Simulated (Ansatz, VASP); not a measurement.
# O in VASP and in Ansatz

The input POSCAR:

```
O
1.0
   10.0000000000      0.0000000000      0.0000000000
    0.0000000000     10.5000000000      0.0000000000
    0.0000000000      0.0000000000     11.0000000000
O
2
Direct
    0.5000000000      0.5000000000      0.4449587598
    0.5000000000      0.5000000000      0.5550412402
```

File INCAR.step1:

```
PREC     = Accurate       # precision mode
ENCUT    = 910            # plane-wave cutoff, eV
ISMEAR   = 0              # smearing method
SIGMA    = 0.01           # smearing width, eV
LREAL    = False          # projectors in reciprocal space
LASPH    = True           # aspherical terms in the spheres
NELM     = 200            # most SCF steps
ISPIN    = 2              # spin polarisation
MAGMOM   = 0.61 0.61      # initial moments
NBANDS   = 17             # bands
GGA      = PE             # functional
ALGO     = Normal         # electronic algorithm
EDIFF    = 1E-5           # SCF threshold, eV
LWAVE    = True           # write WAVECAR
LCHARG   = False          # write CHGCAR
GGA_COMPAT= False        
NELMDL   = -8
```

INCAR.step2

```
PREC     = Accurate       # precision mode
ENCUT    = 910            # plane-wave cutoff, eV
EDIFF    = 1E-6           # SCF threshold, eV
ISMEAR   = 0              # smearing method
SIGMA    = 0.01           # smearing width, eV
LREAL    = False          # projectors in reciprocal space
LASPH    = True           # aspherical terms in the spheres
NELM     = 200            # most SCF steps
ALGO     = Normal         # electronic algorithm
ISIF     = 2              # what is computed and relaxed
LWAVE    = False          # write WAVECAR
LCHARG   = False          # write CHGCAR
ISPIN    = 2              # spin polarisation
MAGMOM   = 0.61 0.61      # initial moments
LORBIT   = 11             # projections on sites
METAGGA  = R2SCAN         # meta-GGA
LMIXTAU  = True         
NBANDS   = 17             # bands
ISTART   = 1            
GGA_COMPAT= False
```

Contents of KPOINTS:

```
regular mesh
0
Gamma
  1 1 1
```

Input for Ansatz:

```yaml
crystal:
  lattice:
    - [10.0, 0.0, 0.0]
    - [0.0, 10.5, 0.0]
    - [0.0, 0.0, 11.0]
  atoms:
    - { symbol: O, position: [0.5, 0.5, 0.4449587598], spin: 0.61 }
    - { symbol: O, position: [0.5, 0.5, 0.5550412402], spin: 0.61 }
basis:
  ecutwfc: 500
kpoints:
  mp_grid: { grid: [1, 1, 1] }
hamiltonian:
  xc: r2scan
  pseudopotentials: { kind: paw, azcp: { folder: soft_1 } }
scf:
  occupations: { method: gaussian, width: 0.01 }
output:
  forces: true
  stress: true
  eigenvalues: true
  populations: true
magnetization:
  spin_polarized: true
```

Alike in both runs: task single point; functional r2SCAN; k mesh 1 × 1 × 1; occupations gaussian, width 0.01 eV; collinear spin.

```csv
,VASP,Ansatz
version,VASP 6.6.1,Ansatz 0.2.0
potentials or method,"VASP PAW PBE potentials, release 64 (O_h), cutoff 910 eV","scalar-relativistic, plane waves, PAW"
valence electrons in the cell,12,12
```

Ansatz gave:

- gap on the k mesh at the Fermi level (eV): 3.40
- rms of the force components (eV/Å): 0.214
- net moment per atom (μB): 1.00
- size of the moment on the site where the two differ most (μB): 0.58

Task: Which values does VASP return?

Result: gap on the k mesh at the Fermi level (eV): 3.45; rms of the force components (eV/Å): 0.197; net moment per atom (μB): 1.00; size of the moment on the site where the two differ most (μB): 0.65.

VASP's potentials were made for PBE, not for r2SCAN. Site moments also hang on the region over which each program counts them. Atom by atom the forces differ by 0.017 eV/Å (rms over components). Ansatz's warnings: stability check not made.

Noted on VASP's run: the cutoff is short for stress, so the pressure is rough.
